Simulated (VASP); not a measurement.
Here is a VASP 6.6.1 calculation.

INCAR

```
  PREC = Accurate
  ENCUT = 520
  EDIFF = 1E-6
  ISMEAR = -1
  SIGMA = 0.05
  LREAL = False
  LASPH = True
  NELM = 80
  ALGO = Normal
  ISIF = 2
  LWAVE = False
  LCHARG = True
  GGA = PE
  IVDW = 12
  LELF = True
  LVHAR = True
  NBANDS = 35
```

File KPOINTS:

```
regular mesh
0
Gamma
  7 7 7
```

The input POSCAR:

```
Al2O3
1.0
    2.3898858925      1.3798012633      4.3458376417
   -2.3898858925      1.3798012633      4.3458376417
    0.0000000000     -2.7596025267      4.3458376417
Al O
4 6
Direct
    0.8521073906      0.8521073906      0.8521073906
    0.6478926094      0.6478926094      0.6478926094
    0.1478926094      0.1478926094      0.1478926094
    0.3521073906      0.3521073906      0.3521073906
    0.0564116898      0.7500000000      0.4435883102
    0.7500000000      0.4435883102      0.0564116898
    0.4435883102      0.0564116898      0.7500000000
    0.9435883102      0.2500000000      0.5564116898
    0.2500000000      0.5564116898      0.9435883102
    0.5564116898      0.9435883102      0.2500000000
```

Potentials or basis: VASP PAW PBE potentials, release 64 (Al, O).

Run with:

```console
$ cat potpaw_PBE.64/Al/POTCAR potpaw_PBE.64/O/POTCAR > POTCAR
$ mpirun -np 1 vasp_std > vasp.out
```

What does it give for the pressure?

-0.1 GPa.

Estimate the band gap on the k mesh.

6.07 eV, direct.

**What was measured.**

“Multi-petahertz electron interference in Cr:Al2O3 solid-state material”, 2018, pmc:5906618 quotes, for a bulk crystal of Al2O3: band gap 8.7 eV (optical).

Measured gap of Al2O3: 8.7 eV (optical; quoted in “Multi-petahertz electron interference in Cr:Al2O3 solid-state material”, 2018, pmc:5906618). This calculation gives 6.07 eV (-2.63 eV). The value is that of PBE+D3(BJ) on a finite k mesh, which can miss the band edges, without temperature or zero-point motion. Semilocal functionals fall short of measured gaps as a rule.
